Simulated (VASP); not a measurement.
A run of VASP 6.6.1 is set up as follows.

Contents of INCAR:

```
SYSTEM = SnTe3
PREC     = Accurate       ! precision mode
ENCUT    = 600            ! plane-wave cutoff, eV
EDIFF    = 1E-6           ! SCF threshold, eV
ISMEAR   = -1             ! smearing method
SIGMA    = 0.05           ! smearing width, eV
LREAL    = .False.        ! projectors in reciprocal space
LASPH    = .True.         ! aspherical terms in the spheres
NELM     = 100            ! most SCF steps
ALGO     = Normal         ! electronic algorithm
ISIF     = 3              ! what is computed and relaxed
LWAVE    = .False.        ! write WAVECAR
LCHARG   = .False.        ! write CHGCAR
GGA      = PS             ! functional
IVDW     = 12             ! dispersion correction
IBRION   = 2              ! ionic algorithm
NSW      = 60             ! ionic steps
EDIFFG   = -0.01          ! ionic threshold
```

File KPOINTS:

```
regular mesh
0
Gamma
  6 6 6
  0 0 0
```

File POSCAR:

```
SnTe3
1.0
    0.0000000000      3.8612190000      3.8612190000
    3.8612190000      0.0000000000      3.8612190000
    3.8612190000      3.8612190000      0.0000000000
Te Sn
3 1
Direct
    0.5000000000      0.5000000000      0.5000000000
    0.7500000000      0.7500000000      0.7500000000
    0.2500000000      0.2500000000      0.2500000000
    0.0000000000      0.0000000000      0.0000000000
```

Potentials or basis: VASP PAW PBE potentials, release 64 (Te, Sn_d).

The run is started by

```sh
$ cat potpaw_PBE.64/Te/POTCAR potpaw_PBE.64/Sn_d/POTCAR > POTCAR
$ mpirun -np 1 vasp_std > vasp.out
```

Problem. Estimate the dispersion energy per atom.

Solution. -0.504 eV.

Problem. Predict the band gap on the k mesh.

Solution. Zero (band 16 reaches 9.48 eV, above the bottom of band 17 at 6.90 eV).

Step by step:
| step | energy change (eV) | largest force (eV/Å) | pressure (GPa) | volume (Å³) |
| --- | --- | --- | --- | --- |
| 1 | 0.0000 | 0.0000 | -5.44 | 115.13 |
| 2 | -0.1932 | 0.0000 | 2.58 | 99.60 |
| 3 | -0.2217 | 0.0000 | -0.02 | 103.31 |

Caveat: the PAW data sets were made with another functional, which shifts forces and pressure a little; spin-orbit coupling is left out, which moves the levels of the heavy elements; pairwise dispersion overbinds metals, which lowers pressure and volume.
